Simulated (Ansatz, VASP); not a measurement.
**Two plane-wave programs on Al**

```xyz
6
Lattice="1.9957 -1.9957 4.0077 4.0095 2.0139 2.0039 -2.0656 2.0656 4.0776" Properties=species:S:1:pos:R:3 pbc="T T T"
Al    0.0000    0.0000    0.0000
Al    2.0017    0.0061    2.0039
Al    4.0035    0.0121    4.0077
Al   -0.0349    0.0349    4.0427
Al    1.9729    2.0427    4.0427
Al    1.9668    0.0410    6.0465
```

Alike in both runs: functional PBE; k mesh 8 × 8 × 8; occupations gaussian, width 0.1 eV; no spin polarisation.

Ansatz relaxed the structure, and its values are those at the end. VASP's run is a single point on that final structure, the one shown.

```csv
,VASP,Ansatz
version,VASP 6.6.1,Ansatz 0.2.0
potentials or method,"VASP PAW PBE potentials, release 64 (Al), cutoff 520 eV","scalar-relativistic, plane waves, PAW"
valence electrons in the cell,18,18
```

|  | VASP | Ansatz | Ansatz less VASP |
| --- | --- | --- | --- |
| gap on the k mesh at the Fermi level (eV) | none | none | - |
| pressure (GPa) | 0.0 | 0.0 | +0.04 |

A gap of «none» marks a metal or a gap that the smearing closes.
